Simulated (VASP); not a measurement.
# W4C3 in VASP: further runs

W4C3 is run at these levels: PBE; tasks: single point.

All numbers are computed with VASP 6.6.1; they aren't measurements. Logs are shortened: lines on timing, memory, paths and dates and some standing lists are left out, and cuts for length are marked.

## Step 1: The cell of the first run

The cell holds a slab with vacuum, 7 atoms: a = 2.922 Å, b = 2.922 Å, c = 23.541 Å, α = 90.00°, β = 90.00°, γ = 120.00°.

## Step 2: Single point, PBE

Contents of INCAR:

```
SYSTEM = W4C3
PREC = Accurate ; ENCUT = 520
EDIFF = 1E-6 ; ISMEAR = 0
SIGMA = 0.1 ; LREAL = .False.
LASPH = .True. ; NELM = 80
ALGO = Normal ; ISIF = 2
LWAVE = .False. ; LCHARG = .False.
LDIPOL = .True. ; IDIPOL = 3
DIPOL = 0.5 0.5 0.500 ; GGA = PE
NBANDS = 43
```

Contents of KPOINTS:

```
regular mesh
0
Gamma
  12 12 1
  0 0 0
```

Contents of POSCAR:

```
W4C3
1.0
    2.9217716511      0.0000000000      0.0000000000
   -1.4608858255      2.5303284739      0.0000000000
    0.0000000000      0.0000000000     23.5412276491
W C
4 3
Direct
    0.0000000000      0.0000000000      0.3185900120
    0.0000000000      0.0000000000      0.4395300040
    0.0000000000      0.0000000000      0.5604699960
    0.0000000000      0.0000000000      0.6814099880
    0.6666666667      0.3333333333      0.3790600080
    0.6666666667      0.3333333333      0.5000000000
    0.6666666667      0.3333333333      0.6209399920
```

Potentials or basis: VASP PAW PBE potentials, release 64 (W_sv, C).

The run is started by

```
> cat potpaw_PBE.64/W_sv/POTCAR potpaw_PBE.64/C/POTCAR > POTCAR
> mpirun -np 1 vasp_std > vasp.out
```

OUTCAR:

```text
SYSTEM = W4C3
   PREC = Accurate
   ENCUT = 520
   EDIFF = 1E-6
   ISMEAR = 0
   LREAL = .False.
   LASPH = .True.
   NELM = 80
   ISIF = 2
   GGA = PE

 ion  position               nearest neighbor table
   1  0.000  0.000  0.319-   5 2.21   5 2.21   5 2.21   2 2.85
   2  0.000  0.000  0.440-   5 2.21   6 2.21   5 2.21   6 2.21   5 2.21   6 2.21   1 2.85   3 2.85

   3  0.000  0.000  0.560-   7 2.21   6 2.21   7 2.21   6 2.21   7 2.21   6 2.21   4 2.85   2 2.85

   4  0.000  0.000  0.681-   7 2.21   7 2.21   7 2.21   3 2.85
   5  0.667  0.333  0.379-   2 2.21   1 2.21   2 2.21   1 2.21   2 2.21   1 2.21
   6  0.667  0.333  0.500-   2 2.21   3 2.21   2 2.21   3 2.21   2 2.21   3 2.21
   7  0.667  0.333  0.621-   3 2.21   4 2.21   3 2.21   4 2.21   3 2.21   4 2.21

  LATTYP: Found a hexagonal cell.
 ALAT       =     2.9217716511
 C/A-ratio  =     8.0571757345

  Lattice vectors:

 A1 = (   2.9217716511,   0.0000000000,   0.0000000000)
 A2 = (  -1.4608858255,   2.5303284739,   0.0000000000)
 A3 = (   0.0000000000,   0.0000000000,  23.5412276491)

Analysis of symmetry for initial positions (statically):
=====================================================================
 Subroutine PRICEL returns:
 Original cell was already a primitive cell.

 Routine SETGRP: Setting up the symmetry group for a
 hexagonal supercell.

 Subroutine GETGRP returns: Found 12 space group operations
 (whereof 12 operations were pure point group operations)
 out of a pool of 24 trial point group operations.

The static configuration has the point symmetry D_3h.

Analysis of symmetry for dynamics (positions and initial velocities):
=====================================================================
 Subroutine PRICEL returns:
 Original cell was already a primitive cell.

 Routine SETGRP: Setting up the symmetry group for a
 hexagonal supercell.

 Subroutine GETGRP returns: Found 12 space group operations
 (whereof 12 operations were pure point group operations)
 out of a pool of 24 trial point group operations.

The dynamic configuration has the point symmetry D_3h.

 Subroutine INISYM returns: Found 12 space group operations
 (whereof 12 operations are pure point group operations),
 and found     1 'primitive' translations

----------------------------------------------------------------------------------------

                                     Primitive cell

  volume of cell :     174.0413

  direct lattice vectors                    reciprocal lattice vectors
     2.921771651  0.000000000  0.000000000     0.342258095  0.197602803  0.000000000
    -1.460885825  2.530328474  0.000000000     0.000000000  0.395205607  0.000000000
     0.000000000  0.000000000 23.541227649     0.000000000  0.000000000  0.042478668

  length of vectors
     2.921771651  2.921771651 23.541227649     0.395205607  0.395205607  0.042478668

  position of ions in fractional coordinates (direct lattice)
     0.000000000  0.000000000  0.318590012
     0.000000000  0.000000000  0.439530004
     0.000000000  0.000000000  0.560469996
     0.000000000  0.000000000  0.681409988
     0.666666667  0.333333333  0.379060008
     0.666666667  0.333333333  0.500000000
     0.666666667  0.333333333  0.620939992

  ion indices of the primitive-cell ions
   primitive index   ion index
                 1           1
                 2           2
                 3           3
                 4           4
                 5           5
                 6           6
                 7           7

----------------------------------------------------------------------------------------

 KPOINTS: regular mesh

Automatic generation of k-mesh.
 Grid dimensions read from file:
 generate k-points for:   12   12    1

 Generating k-lattice:

  Cartesian coordinates                     Fractional coordinates (reciprocal lattice)
     0.028521508  0.016466900  0.000000000     0.083333333  0.000000000  0.000000000
     0.000000000  0.032933801  0.000000000     0.000000000  0.083333333  0.000000000
     0.000000000  0.000000000  0.042478668     0.000000000  0.000000000  1.000000000

  Length of vectors
     0.032933801  0.032933801  0.042478668

  Shift w.r.t. Gamma in fractional coordinates (k-lattice)
     0.000000000  0.000000000  0.000000000

 Subroutine IBZKPT returns following result:
 ===========================================

 Found     19 irreducible k-points:

 Following reciprocal coordinates:
            Coordinates               Weight
  0.000000  0.000000  0.000000      1.000000
  0.083333 -0.000000  0.000000      6.000000
  0.166667 -0.000000  0.000000      6.000000
  0.250000 -0.000000  0.000000      6.000000
  0.333333 -0.000000  0.000000      6.000000
  0.416667 -0.000000  0.000000      6.000000
[... 11 lines left out ...]
  0.333333  0.250000  0.000000     12.000000
  0.333333  0.333333  0.000000      2.000000
   k-points           NKPTS =     19   k-points in BZ     NKDIM =     19   number of bands    NBANDS=     43
   number of dos      NEDOS =    301   number of ions     NIONS =      7
   total plane-waves  NPLWV = 103680
   dimension x,y,z NGX =    24 NGY =   24 NGZ =  180
   dimension x,y,z NGXF=    48 NGYF=   48 NGZF=  360
   ions per type =               4   3
   NGX,Y,Z   is equivalent  to a cutoff of  13.66, 13.66, 12.71 a.u.
   NGXF,Y,Z  is equivalent  to a cutoff of  27.31, 27.31, 25.42 a.u.
 SYSTEM =  W4C3
   PREC   = accura    normal or accurate (medium, high low for compatibility)
   ISTART =      0    job   : 0-new  1-cont  2-samecut
   ICHARG =      2    charge: 1-file 2-atom 10-const
   ISPIN  =      1    spin polarized calculation?
   LNONCOLLINEAR =      F non collinear calculations
   LSORBIT =      F    spin-orbit coupling
   LASPH  =      T    aspherical Exc in radial PAW
   ENCUT  =  520.0 eV  38.22 Ry    6.18 a.u.   5.43  5.43 43.77*2*pi/ulx,y,z
   NELM   =     80;   NELMIN=  2; NELMDL= -5     # of ELM steps
   EDIFF  = 0.1E-05   stopping-criterion for ELM
   LREAL  =      F    real-space projection
   EDIFFG = 0.1E-04   stopping-criterion for IOM
   NSW    =      0    number of steps for IOM
   IBRION =     -1    ionic relax: 0-MD 1-quasi-New 2-CG
   NFREE  =      0    steps in history (QN), initial steepest desc. (CG)
   ISIF   =      2    stress and relaxation
   ISYM   =      2    0-nonsym 1-usesym 2-fastsym
   POTIM  = 0.5000    time-step for ionic-motion
   TEBEG  =    0.0;   TEEND  =   0.0 temperature during run
   PSTRESS=    0.0 pullay stress
   NELECT =      68.0000    total number of electrons
   NUPDOWN=      -1.0000    fix difference up-down
   EMIN   =  10.00;   EMAX   =-10.00  energy-range for DOS
   EFERMI =   0.00;   METHOD = LEGACY
   ISMEAR =     0;   SIGMA  =   0.10  broadening in eV -4-tet -1-fermi 0-gaus
   EFERMI_NEDOS =   21; number of points for ismear=-14 and -15
   IALGO  =     38    algorithm
   IMIX   =      4    mixing-type and parameters
     AMIX     =   0.40;   BMIX     =  1.00
     AMIX_MAG =   1.60;   BMIX_MAG =  1.00
  volume/ion in A,a.u.               =      24.86       167.78
  Fermi-wavevector in a.u.,A,eV,Ry     =   1.196815  2.261653 19.488526  1.432366
  Thomas-Fermi vector in A             =   2.332746
   LORBIT       =      0    0 simple, 1 ext, 2 COOP (PROOUT), +10 PAW based schemes
   GGA     = PE    functional components
   LHFCALC =     F    Hartree Fock is set to
   AEXX    =    0.0000 exact exchange contribution
   IVDW    =     0    specifies the selected vdW correction
   LEPSILON=     F    determine dielectric tensor
   LRPA    =     F    only Hartree local field effects (RPA)
 non-spin polarized calculation
 Gauss-broadening in eV      SIGMA  =   0.10
  energy-cutoff  :      520.00
  volume of cell :      174.04
 maximum number of plane-waves:      4779
 NGX is ok and might be reduce to    24
   NGX = 11   NGY = 11   NGZ = 87

 number of electron      68.0000006 magnetization

 dipolmoment           0.000000      0.000000     -0.000000 electrons x Angstroem

 Free energy of the ion-electron system (eV)
  ---------------------------------------------------
  ext. energy  EPLUGINS =         0.00000000
  ---------------------------------------------------
  free energy    TOTEN  =       -77.15488390 eV

  energy without entropy =      -77.14111750  energy(sigma->0) =      -77.14800070

 E-fermi :   2.5390     XC(G=0):  -7.1604

 val. band max:        2.4539125213   @ k =   0.0833   0.0833   0.0000
 cond. band min:       2.5444639618   @ k =   0.4167   0.0833   0.0000
 fundamental gap:      0.0905514405
 Fermi energy:         2.5389618954

 k-point     1 :       0.0000    0.0000    0.0000
  band No.  band energies     occupation
      1     -71.8914      2.00000
      2     -71.8720      2.00000
      3     -71.7206      2.00000
      4     -71.7205      2.00000
      5     -36.5269      2.00000
      6     -36.3062      2.00000
[... 35 lines left out ...]
     42       5.1035      0.00000
     43       5.2636      0.00000

 k-point     2 :       0.0833   -0.0000    0.0000
  band No.  band energies     occupation
      1     -71.8877      2.00000
      2     -71.8684      2.00000
      3     -71.7172      2.00000
      4     -71.7171      2.00000
      5     -36.5169      2.00000
      6     -36.2978      2.00000
[... 35 lines left out ...]
     42       5.1996      0.00000
     43       5.2549      0.00000

 k-point     3 :       0.1667   -0.0000    0.0000
  band No.  band energies     occupation
      1     -71.8779      2.00000
      2     -71.8587      2.00000
      3     -71.7079      2.00000
      4     -71.7078      2.00000
      5     -36.4896      2.00000
      6     -36.2749      2.00000
[... 689 lines left out ...]
      6     -36.3617      2.00000
[... 35 lines left out ...]
     42       6.7948      0.00000
     43       7.7411      0.00000

 k-point    19 :       0.3333    0.3333    0.0000
  band No.  band energies     occupation
      1     -71.8307      2.00000
      2     -71.8120      2.00000
      3     -71.6635      2.00000
      4     -71.6634      2.00000
      5     -36.3565      2.00000
      6     -36.3195      2.00000
[... 35 lines left out ...]
     42       7.2249      0.00000
     43       7.3307      0.00000

------------------------ aborting loop because EDIFF is reached ----------------------------------------

 vacuum level on the upper side and lower side of the slab       (xc-potential included)        -0.005        -0.005

  FORCE on cell =-STRESS in cart. coord.  units (eV):
  Direction    XX          YY          ZZ          XY          YZ          ZX
  --------------------------------------------------------------------------------------
  -------------------------------------------------------------------------------------
  Total       -5.7198583     -5.7198583     -3.3622521     -0.0000000      0.0000000     -0.0000000
  in kB      -52.6554796    -52.6554796    -30.9519896     -0.0000000      0.0000000     -0.0000000
  external PRESSURE =     -45.4209830 kB  Pullay stress =       0.0000000 kB

 VOLUME and BASIS-vectors are now :
 -----------------------------------------------------------------------------
  energy-cutoff  :      520.00
  volume of cell :      174.04
      direct lattice vectors                 reciprocal lattice vectors
     2.921771651  0.000000000  0.000000000     0.342258095  0.197602803  0.000000000
    -1.460885825  2.530328474  0.000000000     0.000000000  0.395205607  0.000000000
     0.000000000  0.000000000 23.541227649     0.000000000  0.000000000  0.042478668

 POSITION                                       TOTAL-FORCE (eV/Angst)
 -----------------------------------------------------------------------------------
      0.00000      0.00000      7.50000         0.000000      0.000000      1.038626
      0.00000      0.00000     10.34708        -0.000000     -0.000000     -0.365219
      0.00000      0.00000     13.19415        -0.000000     -0.000000      0.365219
      0.00000      0.00000     16.04123         0.000000      0.000000     -1.038626
      1.46089      0.84344      8.92354         0.000000     -0.000000     -0.794514
      1.46089      0.84344     11.77061        -0.000000      0.000000      0.000000
      1.46089      0.84344     14.61769        -0.000000     -0.000000      0.794514
 -----------------------------------------------------------------------------------
    total drift:                               -0.000000      0.000000      0.000000

  FREE ENERGIE OF THE ION-ELECTRON SYSTEM (eV)
  ---------------------------------------------------
  free  energy   TOTEN  =       -77.1548838967 eV

  energy  without entropy=      -77.1411174989  energy(sigma->0) =      -77.14800070

 vacuum level on the upper side and lower side of the slab         7.425         7.425
```

Wall time 7.7 min (1 thread of Intel Xeon 8259CL, shared host); peak memory 0.37 GiB.

What came out:

| Property | Result |
| --- | --- |
| Free energy | -77.1549 eV |
| Largest force | 1.039 eV/Å |
| Band gap on the k mesh | zero (band 34 reaches 2.92 eV, above the bottom of band 35 at 2.08 eV) |

Forces in eV/Å, atoms in the order of the input:
```
W    0.000  0.000  1.039
W    0.000  0.000 -0.365
W    0.000  0.000  0.365
W    0.000  0.000 -1.039
C    0.000  0.000 -0.795
C    0.000  0.000  0.000
C    0.000  0.000  0.795
```

Caveat: spin-orbit coupling is left out, which moves the levels of the heavy elements.

## Step 3: Single point, PBE

Contents of INCAR:

```
PREC     = Accurate       # precision mode
ENCUT    = 520            # plane-wave cutoff, eV
EDIFF    = 1E-6           # SCF threshold, eV
ISMEAR   = 0              # smearing method
SIGMA    = 0.1            # smearing width, eV
LREAL    = F              # projectors in reciprocal space
LASPH    = T              # aspherical terms in the spheres
NELM     = 80             # most SCF steps
ALGO     = Normal         # electronic algorithm
ISIF     = 2              # what is computed and relaxed
LWAVE    = F              # write WAVECAR
LCHARG   = F              # write CHGCAR
LDIPOL   = T            
IDIPOL   = 3            
DIPOL    = 0.5 0.5 0.500
GGA      = PE             # functional
NBANDS   = 43             # bands
```

Contents of KPOINTS:

```
regular mesh
0
Gamma
  12 12 1
```

Contents of POSCAR:

```
W4C3
1.0
    2.9217716511      0.0000000000      0.0000000000
   -1.4608858255      2.5303284739      0.0000000000
    0.0000000000      0.0000000000     23.5412276491
W C
4 3
Direct
    0.0000000000      0.0000000000      0.3205446158
    0.0000000000      0.0000000000      0.4394669464
    0.0000000000      0.0000000000      0.5605330519
    0.0000000000      0.0000000000      0.6794553836
    0.6666666667      0.3333333333      0.3782308192
    0.6666666667      0.3333333333      0.5000000003
    0.6666666667      0.3333333333      0.6217691829
```

Potentials or basis: VASP PAW PBE potentials, release 64 (W_sv, C).

The run is started by

```
> cat potpaw_PBE.64/W_sv/POTCAR potpaw_PBE.64/C/POTCAR > POTCAR
> mpirun -np 1 vasp_std > vasp.out
```

Wall time 6.5 min (1 thread of Intel Xeon 8259CL, shared host); peak memory 0.37 GiB.

It converged, with:

```
Free energy            : -77.2185 eV
Largest force          : 0.054 eV/Å
Band gap on the k mesh : zero (band 34 reaches 2.90 eV, above the bottom of band 35 at 2.14 eV)
```

Forces on the atoms (eV/Å):
```
W    0.000  0.000 -0.054
W    0.000  0.000  0.000
W    0.000  0.000  0.000
W    0.000  0.000  0.054
C    0.000  0.000 -0.009
C    0.000  0.000  0.000
C    0.000  0.000  0.009
```

Levels at points of the mesh, in eV from the Fermi level:
```csv
k point,band 32,band 33,band 34,band 35,band 36,band 37
"(0.00, 0.00, 0.00)",-0.71,-0.71,-0.30,-0.30,0.31,0.41
"(0.50, 0.00, 0.00)",-0.75,0.32,0.39,1.93,2.01,2.15
```

Caveat: spin-orbit coupling is left out, which moves the levels of the heavy elements.
